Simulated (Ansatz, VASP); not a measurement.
# Two plane-wave programs on CdF2

Contents of INCAR:

```
ALGO = Normal ; EDIFF = 1E-6
ENCUT = 520 ; GGA = PE
ISIF = 2 ; ISMEAR = 0
LASPH = True ; LCHARG = False
LREAL = False ; LWAVE = False
NBANDS = 20 ; NELM = 100
PREC = Accurate ; SIGMA = 0.05
```

KPOINTS

```
k-points
0
Gamma
  8 8 8
```

The input POSCAR:

```
CdF2
1.0
    0.0000000000      2.7159547493      2.7895571230
    2.7159547493      0.0000000000      2.7895571230
    2.7159547493      2.7159547493      0.0000000000
Cd F
1 2
Direct
    0.0000000000      0.0000000000      0.0000000000
    0.2500000000      0.2500000000      0.2500000000
    0.7500000000      0.7500000000      0.7500000000
```

Input for Ansatz:

```yaml
crystal:
  lattice:
    - [0.0, 2.7159547493, 2.789557123]
    - [2.7159547493, 0.0, 2.789557123]
    - [2.7159547493, 2.7159547493, 0.0]
  atoms:
    - { symbol: Cd, position: [0.0, 0.0, 0.0] }
    - { symbol: F, position: [0.25, 0.25, 0.25] }
    - { symbol: F, position: [0.75, 0.75, 0.75] }
basis:
  ecutwfc: 520.0
kpoints:
  mp_grid: { grid: [8, 8, 8] }
hamiltonian:
  xc: pbe
  pseudopotentials: { kind: paw }
scf:
  occupations: { method: gaussian, width: 0.05 }
output:
  forces: true
  stress: true
  eigenvalues: true
```

Alike in both runs: task single point; functional PBE; k mesh 8 × 8 × 8; occupations gaussian, width 0.05 eV; no spin polarisation.

|  | VASP | Ansatz |
| --- | --- | --- |
| version | VASP 6.6.1 | Ansatz 0.2.0 |
| potentials or method | VASP PAW PBE potentials, release 64 (Cd, F), cutoff 520 eV | scalar-relativistic, plane waves, PAW |
| valence electrons in the cell | 26 | 34 |

```tsv
	VASP	Ansatz	Ansatz less VASP
gap on the k mesh at the Fermi level (eV)	2.85	2.88	+0.030
least direct gap on the mesh (eV)	3.39	3.42	+0.030
pressure (GPa)	0.6	0.0	-0.55
traceless stress, the component that is largest in VASP (GPa)	-1.85	-1.88	-0.026
```

With one functional, cell and mesh, what is left measures potentials, basis and numerics. VASP's potentials hold 26 valence electrons a cell and Ansatz's 34, so a difference there can come from the potentials and not from the codes.
